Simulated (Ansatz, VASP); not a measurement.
One calculation of BP, two programs

```
B P
1.0
     0.00000    2.02155    2.85847
     2.02155    0.00000    2.85847
     2.02155    2.02155    0.00000
B P
1 1
Direct
  0.00000 0.00000 0.00000
  0.75000 0.75000 0.75000
```

Alike in both runs: task single point; functional r2SCAN; k mesh 12 × 12 × 12; occupations gaussian, width 0.05 eV; no spin polarisation.

|  | VASP | Ansatz |
| --- | --- | --- |
| version | VASP 6.6.1 | Ansatz 0.2.0 |
| potentials or method | VASP PAW PBE potentials, release 64 (B, P), cutoff 520 eV | scalar-relativistic, plane waves, PAW |
| valence electrons in the cell | 8 | 8 |

VASP gave:

```
gap on the k mesh at the Fermi level (eV)                     : none
pressure (GPa)                                                : -1.9
traceless stress, the component that is largest in VASP (GPa) : -67.84
```

Question: What did Ansatz give for the same quantities?

Answer: gap on the k mesh at the Fermi level (eV): none; pressure (GPa): -1.4; traceless stress, the component that is largest in VASP (GPa): -67.40.

VASP's potentials were made for PBE, not for r2SCAN. A gap of «none» marks a metal or a gap that the smearing closes. With one functional, cell and mesh, what is left measures potentials, basis and numerics.
